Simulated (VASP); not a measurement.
BiClO:

```
Bi Cl O
1.0
     3.88551    0.00000    0.00000
     0.00000    3.88551    0.00000
     0.00000    0.00000    7.34890
Bi Cl O
2 2 2
Cartesian
  1.9428 0.0000 2.4181
  0.0000 1.9428 4.9308
  0.0000 1.9428 1.0818
  1.9428 0.0000 6.2671
  0.0000 0.0000 3.6745
  1.9428 1.9428 3.6745
```

```yaml
Program: VASP 6.6.1
Task: relaxation of cell and atoms
Functional: LDA
Potentials_or_basis: VASP PAW LDA potentials, release 64 (Bi_d, Cl, O)
Cutoff: 600 eV
k_mesh: 6 × 6 × 4
Occupations: gaussian, width 0.02 eV
Spin: no spin polarisation
```

At the start: pressure -2.9 GPa; volume 18.49 Å³/atom.

Q: Where does the relaxation end?

A: Over 20 steps the energy falls by 6.5 meV/atom and the volume is 17.72 Å³/atom (-4.2 %); space group P4/nmm (No. 129, to 0.1 Å) before and after.

Step by step:
| step | energy change (eV) | largest force (eV/Å) | pressure (GPa) | volume (Å³) |
| --- | --- | --- | --- | --- |
| 1 | 0.0000 | 0.1165 | -2.90 | 110.95 |
| 2 | -0.0100 | 0.5979 | 2.50 | 105.67 |
| 3 | -0.0282 | 0.3107 | -0.03 | 107.97 |
| 4 | -0.0339 | 0.0923 | -0.04 | 107.48 |
| 5 | -0.0345 | 0.0482 | -0.04 | 107.26 |
| 6 | -0.0358 | 0.0516 | -0.04 | 107.11 |
| 7 | -0.0378 | 0.0597 | 0.02 | 106.65 |
| 8 | -0.0379 | 0.0614 | 0.02 | 106.55 |
| 9 | -0.0384 | 0.0378 | -0.08 | 106.54 |
| 10 | -0.0387 | 0.0296 | -0.22 | 106.54 |
| 11 | -0.0389 | 0.0079 | 0.03 | 106.28 |
| 12 | -0.0389 | 0.0038 | 0.01 | 106.30 |
| 13 | -0.0389 | 0.0025 | 0.00 | 106.31 |
| 14 | -0.0389 | 0.0005 | -0.01 | 106.31 |
| 15 | -0.0389 | 0.0063 | -0.01 | 106.31 |
| 16 | -0.0389 | 0.0042 | -0.01 | 106.31 |
| 17 | -0.0389 | 0.0032 | -0.01 | 106.31 |
| 18 | -0.0389 | 0.0046 | -0.01 | 106.31 |
| 19 | -0.0389 | 0.0050 | -0.01 | 106.31 |
| 20 | -0.0389 | 0.0007 | 0.01 | 106.30 |

Final structure:
```cif
data_structure
_symmetry_space_group_name_H-M 'P 1'
_symmetry_Int_Tables_number 1
_cell_length_a 3.8537
_cell_length_b 3.8537
_cell_length_c 7.1578
_cell_angle_alpha 90.000
_cell_angle_beta 90.000
_cell_angle_gamma 90.000
_cell_volume 106.30
loop_
_atom_site_label
_atom_site_type_symbol
_atom_site_fract_x
_atom_site_fract_y
_atom_site_fract_z
_atom_site_occupancy
Bi1 Bi 0.50000 0.00000 0.32463 1
Bi2 Bi 0.00000 0.50000 0.67537 1
Cl1 Cl 0.00000 0.50000 0.14440 1
Cl2 Cl 0.50000 0.00000 0.85560 1
O1 O 0.00000 0.00000 0.50000 1
O2 O 0.50000 0.50000 0.50000 1
```
